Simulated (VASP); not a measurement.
Here is a VASP 6.6.1 calculation.

File POSCAR:

```
GaN
1.0
    2.7446329327      0.0000000000      0.0000000000
    0.0000000000      2.7446329327      0.0000000000
    0.0000000000      0.0000000000      2.7446329327
Ga N
1 1
Direct
    0.0000000000      0.0000000000      0.0000000000
    0.5000000000      0.5000000000      0.5000000000
```

File INCAR.step1:

```
  PREC = Accurate
  ENCUT = 600
  ISMEAR = -1
  SIGMA = 0.02
  LREAL = False
  LASPH = True
  NELM = 60
  GGA = PE
  ALGO = Normal
  EDIFF = 1E-4
  LWAVE = True
  LCHARG = False
```

INCAR.step2

```
  PREC = Accurate
  ENCUT = 600
  EDIFF = 1E-6
  ISMEAR = -1
  SIGMA = 0.02
  LREAL = False
  LASPH = True
  NELM = 60
  ALGO = Normal
  ISIF = 3
  LWAVE = False
  LCHARG = False
  METAGGA = R2SCAN
  LMIXTAU = True
  IBRION = 2
  NSW = 80
  EDIFFG = -0.005
  ISTART = 1
```

File KPOINTS:

```
Automatic mesh
0
Gamma
  8 8 8
```

Potentials or basis: VASP PAW PBE potentials, release 64 (Ga_d, N).

Launch:

```console
$ cat potpaw_PBE.64/Ga_d/POTCAR potpaw_PBE.64/N/POTCAR > POTCAR
$ cp INCAR.step1 INCAR
$ mpirun -np 1 vasp_std > vasp.out
$ cp INCAR.step2 INCAR
$ mpirun -np 1 vasp_std > vasp.out
```

(1) What does it give for the space group after relaxing (to 0.1 Å)?

(2) What does it give for the band gap on the k mesh?

(3) What does it give for the relaxed cell?

(4) Estimate the relaxed volume.

## Answers

(1) Pm-3m (No. 221).

(2) zero (bands 9 and 10 overlap by 1.64 eV).

(3) a = 2.699 Å, b = 2.699 Å, c = 2.699 Å, α = 90.00°, β = 90.00°, γ = 90.00°.

(4) 9.83 Å³/atom.

Caveat: the structure was generated, so it needn't be the stable form of GaN; the PAW data sets were made with another functional, which shifts forces and pressure a little.
